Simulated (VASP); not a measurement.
# PbS in VASP: further runs, part 2 of 2

VASP 6.6.1. Earlier steps stand in the parts before.

### Step 4. Single point, PBE (shear xy strain +2.1%)

The input, INCAR:

```
SYSTEM = PbS
PREC = Accurate ; ENCUT = 520
EDIFF = 1E-6 ; ISMEAR = -1
SIGMA = 0.02 ; LREAL = .False.
LASPH = .True. ; NELM = 60
ALGO = Normal ; ISIF = 2
LWAVE = .False. ; LCHARG = .False.
GGA = PE ; NBANDS = 28
```

The input, KPOINTS:

```
Automatic mesh
0
Gamma
  6 6 2
  0 0 0
```

The input, POSCAR:

```
PbS
1.0
    2.9332578304     -2.9332584105     -0.0000051386
    2.9961091324      2.9961097003     -0.0000051386
   -2.0856050981     -0.0221074140     22.1612863754
Pb S
2 2
Direct
    0.7373195477      0.7171325633      0.9352364734
    0.2828674367      0.2626804523      0.0647635266
    0.2408129866      0.2203999710      0.9448777147
    0.7796000290      0.7591870134      0.0551222853
```

Potentials or basis: VASP PAW PBE potentials, release 64 (Pb_d, S).

Run with:

```sh
cat potpaw_PBE.64/Pb_d/POTCAR potpaw_PBE.64/S/POTCAR > POTCAR
mpirun -np 1 vasp_std > vasp.out
```

OUTCAR:

```text
SYSTEM = PbS
   PREC = Accurate
   ENCUT = 520
   EDIFF = 1E-6
   ISMEAR = -1
   LREAL = .False.
   LASPH = .True.
   NELM = 60
   ISIF = 2
   GGA = PE

 ion  position               nearest neighbor table
   1  0.737  0.717  0.935-   4 2.66   3 2.97   3 2.97   3 2.97   3 2.97   2 4.13   2 4.13   2 4.13
                             2 4.13
   2  0.283  0.263  0.065-   3 2.66   4 2.97   4 2.97   4 2.97   4 2.97   1 4.13   1 4.13   1 4.13
                             1 4.13
   3  0.241  0.220  0.945-   2 2.66   1 2.97   1 2.97   1 2.97   1 2.97
   4  0.780  0.759  0.055-   1 2.66   2 2.97   2 2.97   2 2.97   2 2.97

  LATTYP: Found a triclinic cell.
 ALAT       =     4.1482534159
 B/A-ratio  =     1.4294449907
 C/A-ratio  =     5.3934832816
 COS(alpha) =     0.0364824589
 COS(beta)  =     0.1201916842
 COS(gamma) =     0.6995720778

  Lattice vectors:

 A1 = (   2.9332578304,  -2.9332584105,  -0.0000051386)
 A2 = (   5.9293669628,   0.0628512898,  -0.0000102772)
 A3 = (   0.8476527323,  -2.9553658245,  22.1612812368)

Analysis of symmetry for initial positions (statically):
=====================================================================
 Subroutine PRICEL returns:
 Original cell was already a primitive cell.

 Routine SETGRP: Setting up the symmetry group for a
 triclinic supercell.

 Subroutine GETGRP returns: Found  1 space group operations
 (whereof  1 operations were pure point group operations)
 out of a pool of  2 trial point group operations.

The static configuration has the point symmetry C_1 .

Analysis of symmetry for dynamics (positions and initial velocities):
=====================================================================
 Subroutine PRICEL returns:
 Original cell was already a primitive cell.

 Routine SETGRP: Setting up the symmetry group for a
 triclinic supercell.

 Subroutine GETGRP returns: Found  1 space group operations
 (whereof  1 operations were pure point group operations)
 out of a pool of  2 trial point group operations.

The dynamic configuration has the point symmetry C_1 .

 Subroutine INISYM returns: Found  1 space group operations
 (whereof  1 operations are pure point group operations),
 and found     1 'primitive' translations

----------------------------------------------------------------------------------------

                                     Primitive cell

  volume of cell :     389.5228

  direct lattice vectors                    reciprocal lattice vectors
     2.933257830 -2.933258411 -0.000005139     0.170458960 -0.170458900  0.015871898
     2.996109132  2.996109700 -0.000005139     0.166883135  0.166883074  0.015871898
    -2.085605098 -0.022107414 22.161286375     0.000000078 -0.000000001  0.045123742

  length of vectors
     4.148253416  4.237138571 22.259219465     0.241587274  0.236541451  0.045123742

  position of ions in fractional coordinates (direct lattice)
     0.737319548  0.717132563  0.935236473
     0.282867437  0.262680452  0.064763527
     0.240812987  0.220399971  0.944877715
     0.779600029  0.759187013  0.055122285

  ion indices of the primitive-cell ions
   primitive index   ion index
                 1           1
                 2           2
                 3           3
[... 22 lines left out ...]

 Subroutine IBZKPT returns following result:
 ===========================================

 Found     40 irreducible k-points:

 Following reciprocal coordinates:
            Coordinates               Weight
  0.000000  0.000000  0.000000      1.000000
  0.166667  0.000000  0.000000      2.000000
  0.333333  0.000000 -0.000000      2.000000
  0.500000  0.000000  0.000000      1.000000
 -0.000000  0.166667 -0.000000      2.000000
  0.166667  0.166667  0.000000      2.000000
[... 16 lines left out ...]
  0.333333  0.000000  0.500000      2.000000
  0.500000  0.000000  0.500000      1.000000
 [... further k-points ...]
   k-points           NKPTS =     40   k-points in BZ     NKDIM =     40   number of bands    NBANDS=     28
   number of dos      NEDOS =    301   number of ions     NIONS =      4
   total plane-waves  NPLWV = 172032
   dimension x,y,z NGX =    32 NGY =   32 NGZ =  168
   dimension x,y,z NGXF=    64 NGYF=   64 NGZF=  336
   ions per type =               2   2
   NGX,Y,Z   is equivalent  to a cutoff of  12.82, 12.56, 12.55 a.u.
   NGXF,Y,Z  is equivalent  to a cutoff of  25.65, 25.11, 25.09 a.u.
 SYSTEM =  PbS
   PREC   = accura    normal or accurate (medium, high low for compatibility)
   ISTART =      0    job   : 0-new  1-cont  2-samecut
   ICHARG =      2    charge: 1-file 2-atom 10-const
   ISPIN  =      1    spin polarized calculation?
   LNONCOLLINEAR =      F non collinear calculations
   LSORBIT =      F    spin-orbit coupling
   LASPH  =      T    aspherical Exc in radial PAW
   ENCUT  =  520.0 eV  38.22 Ry    6.18 a.u.   7.71  7.88 41.39*2*pi/ulx,y,z
   NELM   =     60;   NELMIN=  2; NELMDL= -5     # of ELM steps
   EDIFF  = 0.1E-05   stopping-criterion for ELM
   LREAL  =      F    real-space projection
   EDIFFG = 0.1E-04   stopping-criterion for IOM
   NSW    =      0    number of steps for IOM
   IBRION =     -1    ionic relax: 0-MD 1-quasi-New 2-CG
   NFREE  =      0    steps in history (QN), initial steepest desc. (CG)
   ISIF   =      2    stress and relaxation
   ISYM   =      2    0-nonsym 1-usesym 2-fastsym
   POTIM  = 0.5000    time-step for ionic-motion
   TEBEG  =    0.0;   TEEND  =   0.0 temperature during run
   PSTRESS=    0.0 pullay stress
   NELECT =      40.0000    total number of electrons
   NUPDOWN=      -1.0000    fix difference up-down
   EMIN   =  10.00;   EMAX   =-10.00  energy-range for DOS
   EFERMI =   0.00;   METHOD = LEGACY
   ISMEAR =    -1;   SIGMA  =   0.02  broadening in eV -4-tet -1-fermi 0-gaus
   EFERMI_NEDOS =   21; number of points for ismear=-14 and -15
   IALGO  =     38    algorithm
   IMIX   =      4    mixing-type and parameters
     AMIX     =   0.40;   BMIX     =  1.00
     AMIX_MAG =   1.60;   BMIX_MAG =  1.00
  volume/ion in A,a.u.               =      97.38       657.16
  Fermi-wavevector in a.u.,A,eV,Ry     =   0.766627  1.448714  7.996366  0.587716
  Thomas-Fermi vector in A             =   1.867007
   LORBIT       =      0    0 simple, 1 ext, 2 COOP (PROOUT), +10 PAW based schemes
   GGA     = PE    functional components
   LHFCALC =     F    Hartree Fock is set to
   AEXX    =    0.0000 exact exchange contribution
   IVDW    =     0    specifies the selected vdW correction
   LEPSILON=     F    determine dielectric tensor
   LRPA    =     F    only Hartree local field effects (RPA)
 non-spin polarized calculation
  energy-cutoff  :      520.00
  volume of cell :      389.52
 maximum number of plane-waves:     10546
   NGX = 15   NGY = 15   NGZ = 83

 number of electron      39.9999997 magnetization

 Free energy of the ion-electron system (eV)
  ---------------------------------------------------
  ext. energy  EPLUGINS =         0.00000000
  ---------------------------------------------------
  free energy    TOTEN  =       -17.28023886 eV

  energy without entropy =      -17.28023886  energy(sigma->0) =      -17.28023886

 E-fermi :  -1.5182     XC(G=0):  -3.0855

 val. band max:       -1.9881827260   @ k =  -0.0000   0.3333  -0.0000
 cond. band min:      -0.0163018742   @ k =  -0.0000  -0.0000   0.5000
 fundamental gap:      1.9718808518
 Fermi energy:        -1.5181788467

 k-point     1 :       0.0000    0.0000    0.0000
  band No.  band energies     occupation
      1     -18.1723      2.00000
      2     -18.0636      2.00000
      3     -18.0513      2.00000
      4     -18.0376      2.00000
      5     -18.0201      2.00000
      6     -18.0154      2.00000
[... 733 lines left out ...]
     27       4.1044      0.00000
     28       4.1151      0.00000

 [... further k-points ...]

------------------------ aborting loop because EDIFF is reached ----------------------------------------

  FORCE on cell =-STRESS in cart. coord.  units (eV):
  Direction    XX          YY          ZZ          XY          YZ          ZX
  --------------------------------------------------------------------------------------
  -------------------------------------------------------------------------------------
  Total        1.0893616      1.0896106      0.9177652     -0.2765761      0.0000023      0.0000147
  in kB        4.4807405      4.4817649      3.7749338     -1.1376075      0.0000093      0.0000604
  external PRESSURE =       4.2458131 kB  Pullay stress =       0.0000000 kB

 VOLUME and BASIS-vectors are now :
 -----------------------------------------------------------------------------
  energy-cutoff  :      520.00
  volume of cell :      389.52
      direct lattice vectors                 reciprocal lattice vectors
     2.933257830 -2.933258411 -0.000005139     0.170458960 -0.170458900  0.015871898
     2.996109132  2.996109700 -0.000005139     0.166883135  0.166883074  0.015871898
    -2.085605098 -0.022107414 22.161286375     0.000000078 -0.000000001  0.045123742

 POSITION                                       TOTAL-FORCE (eV/Angst)
 -----------------------------------------------------------------------------------
      2.36082     -0.03482     20.72604         0.000312     -0.000477     -0.156305
      1.48167     -0.04414      1.43524         0.000090     -0.000237      0.156318
     -0.60393     -0.06691     20.93970        -0.000195      0.000296     -0.210020
      4.44641     -0.01338      1.22157        -0.000207      0.000419      0.210007
 -----------------------------------------------------------------------------------
    total drift:                                0.000607     -0.000457      0.000048

  FREE ENERGIE OF THE ION-ELECTRON SYSTEM (eV)
  ---------------------------------------------------
  free  energy   TOTEN  =       -17.2802388596 eV

  energy  without entropy=      -17.2802388596  energy(sigma->0) =      -17.28023886
```

stdout:

```text
POSCAR found type information on POSCAR PbS
 POSCAR found :  2 types and       4 ions
 scaLAPACK will be used
 LDA part: xc-table for (Slater+PW92), standard interpolation
 POSCAR, INCAR and KPOINTS ok, starting setup
 FFT: planning ... GRIDC
 FFT: planning ... GRID_SOFT
 FFT: planning ... GRID
 WAVECAR not read
 entering main loop
```

Run time: 13 min. Hardware: 1 thread of Oxide Virtual Turin-like, shared host; peak memory 0.6 GiB.

Results:

* Free energy: -17.2802 eV
* Largest force: 0.210 eV/Å
* Band gap on the k mesh: 1.97 eV (least direct gap 2.07 eV)

Forces on the atoms (eV/Å):
```
Pb   0.000  0.000 -0.156
Pb   0.000  0.000  0.156
S    0.000  0.000 -0.210
S    0.000  0.000  0.210
```

Caveat: the cell differs from its parent crystal (shear xy strain +2.1%); there is no dipole correction, which matters where the two faces differ; spin-orbit coupling is left out, which moves the levels of the heavy elements.

### Step 5. The runs side by side

| cell | gap on the mesh (eV) | largest force (eV/Å) |
| --- | --- | --- |
| a = 4.193, b = 4.193, c = 22.259 Å, angles 93.8, 93.8, 90.0°, 4 atoms, atomic positions A | 2.00 | 0.21 |
| a = 4.271, b = 4.271, c = 22.267 Å, angles 94.0, 94.0, 87.9°, 4 atoms, atomic positions B | 2.11 | 0.22 |
| a = 4.148, b = 4.237, c = 22.259 Å, angles 93.8, 93.8, 90.0°, 4 atoms, atomic positions A | 1.97 | 0.21 |

Alike in all rows: task single point; level PBE; potentials or basis VASP PAW PBE potentials, release 64 (Pb_d, S); no spin polarisation; k mesh 6 × 6 × 2; cutoff (eV) 520; smearing fermi-dirac 0.02 eV.

Caveats: there is no dipole correction, which matters where the two faces differ; spin-orbit coupling is left out, which moves the levels of the heavy elements.

Total energies depend on the potentials used, so only differences within one code and one set of settings carry meaning.
